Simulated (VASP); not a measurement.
Write the native input for VASP 6.6.1 that does the following.

| Property | Result |
| --- | --- |
| Task | single point |
| Functional | r2SCAN |
| Potentials or basis | VASP PAW PBE potentials, release 64 (In_d, Sb) |
| Cutoff | 550 eV |
| k mesh | 12 × 12 × 12 |
| Occupations | gaussian, width 0.1 eV |
| Spin | no spin polarisation |
| Dipole correction | no |
| Further INCAR settings | ALGO = Normal; EDIFF = 1e-06; NBANDS = 16 |

The system is InSb (scanat).

```
In Sb
1.0
     0.00000    3.01861    3.01861
     3.01861    0.00000    3.01861
     3.01861    3.01861    0.00000
In Sb
1 1
Cartesian
  0.0000 0.0000 0.0000
  3.0186 3.0186 3.0186
```

The input as run:

POSCAR

```
InSb
1.0
    0.0000000000      3.0186075815      3.0186075815
    3.0186075815      0.0000000000      3.0186075815
    3.0186075815      3.0186075815      0.0000000000
In Sb
1 1
Direct
    0.0000000000      0.0000000000      0.0000000000
    0.5000000000      0.5000000000      0.5000000000
```

INCAR.step1

```
SYSTEM = InSb
ALGO     = Normal         ! electronic algorithm
EDIFF    = 1E-5           ! SCF threshold, eV
ENCUT    = 550            ! plane-wave cutoff, eV
GGA      = PE             ! functional
GGA_COMPAT= .False.      
ISMEAR   = 0              ! smearing method
LASPH    = .True.         ! aspherical terms in the spheres
LCHARG   = .False.        ! write CHGCAR
LREAL    = .False.        ! projectors in reciprocal space
LWAVE    = .True.         ! write WAVECAR
NBANDS   = 16             ! bands
NELM     = 120            ! most SCF steps
PREC     = Accurate       ! precision mode
SIGMA    = 0.1            ! smearing width, eV
```

INCAR.step2

```
SYSTEM = InSb
ALGO     = Normal         ! electronic algorithm
EDIFF    = 1E-6           ! SCF threshold, eV
ENCUT    = 550            ! plane-wave cutoff, eV
GGA_COMPAT= .False.      
ISIF     = 2              ! what is computed and relaxed
ISMEAR   = 0              ! smearing method
ISTART   = 1            
LASPH    = .True.         ! aspherical terms in the spheres
LCHARG   = .False.        ! write CHGCAR
LMIXTAU  = .True.       
LREAL    = .False.        ! projectors in reciprocal space
LWAVE    = .False.        ! write WAVECAR
METAGGA  = R2SCAN         ! meta-GGA
NBANDS   = 16             ! bands
NELM     = 120            ! most SCF steps
PREC     = Accurate       ! precision mode
SIGMA    = 0.1            ! smearing width, eV
```

KPOINTS

```
k-points
0
Gamma
  12 12 12
  0 0 0
```

Potentials or basis: VASP PAW PBE potentials, release 64 (In_d, Sb).

Launch:

```sh
$ cat potpaw_PBE.64/In_d/POTCAR potpaw_PBE.64/Sb/POTCAR > POTCAR
$ cp INCAR.step1 INCAR
$ mpirun -np 1 vasp_std > vasp.out
$ cp INCAR.step2 INCAR
$ mpirun -np 1 vasp_std > vasp.out
```

Results of the run:

The pressure is 1.6 GPa and the band gap on the k mesh is zero (band 9 reaches 7.71 eV, above the bottom of band 10 at 4.72 eV).

Caveat: the PAW data sets were made with another functional, which shifts forces and pressure a little; spin-orbit coupling is left out, which moves the levels of the heavy elements.

Run time: 7.5 min on 1 thread of Intel Xeon 8259CL, with other jobs on the host, peak memory 0.26 GiB.
